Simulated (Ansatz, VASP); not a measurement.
LiF: VASP beside Ansatz

INCAR

```
ALGO     = Normal         # electronic algorithm
EDIFF    = 1E-7           # SCF threshold, eV
ENCUT    = 520            # plane-wave cutoff, eV
GGA      = PE             # functional
ISIF     = 2              # what is computed and relaxed
ISMEAR   = 0              # smearing method
LASPH    = T              # aspherical terms in the spheres
LCHARG   = F              # write CHGCAR
LREAL    = F              # projectors in reciprocal space
LWAVE    = F              # write WAVECAR
NBANDS   = 12             # bands
NELM     = 80             # most SCF steps
PREC     = Accurate       # precision mode
SIGMA    = 0.02           # smearing width, eV
```

KPOINTS

```
k-points
0
Gamma
  10 10 10
```

POSCAR

```
LiF
1.0
    0.0000000000      2.2528600370      2.2528600370
    2.2528600370      0.0000000000      2.2528600370
    2.2528600370      2.2528600370      0.0000000000
Li F
1 1
Direct
    0.7500000000      0.7500000000      0.7500000000
    0.0000000000      0.0000000000      0.0000000000
```

Input for Ansatz:

```yaml
crystal:
  lattice:
    - [0.0, 2.252860037, 2.252860037]
    - [2.252860037, 0.0, 2.252860037]
    - [2.252860037, 2.252860037, 0.0]
  atoms:
    - { symbol: Li, position: [0.75, 0.75, 0.75] }
    - { symbol: F, position: [0.0, 0.0, 0.0] }
basis:
  ecutwfc: 420
kpoints:
  mp_grid: { grid: [10, 10, 10] }
hamiltonian:
  xc: pbe
scf:
  occupations: { method: gaussian, width: 0.02 }
output:
  forces: true
  stress: true
  eigenvalues: true
```

Alike in both runs: task single point; functional PBE; k mesh 10 × 10 × 10; occupations gaussian, width 0.02 eV; no spin polarisation.

```csv
,VASP,Ansatz
version,VASP 6.6.1,Ansatz 0.2.0
potentials or method,"VASP PAW PBE potentials, release 64 (Li_sv, F), cutoff 520 eV","scalar-relativistic, plane waves, PAW"
valence electrons in the cell,10,10
```

|  | VASP | Ansatz | Ansatz less VASP |
| --- | --- | --- | --- |
| gap on the k mesh at the Fermi level (eV) | 7.16 | 7.17 | +0.007 |
| least direct gap on the mesh (eV) | 7.16 | 7.17 | +0.007 |

Noted on VASP's run: the cutoff is short for stress, so the pressure is rough.
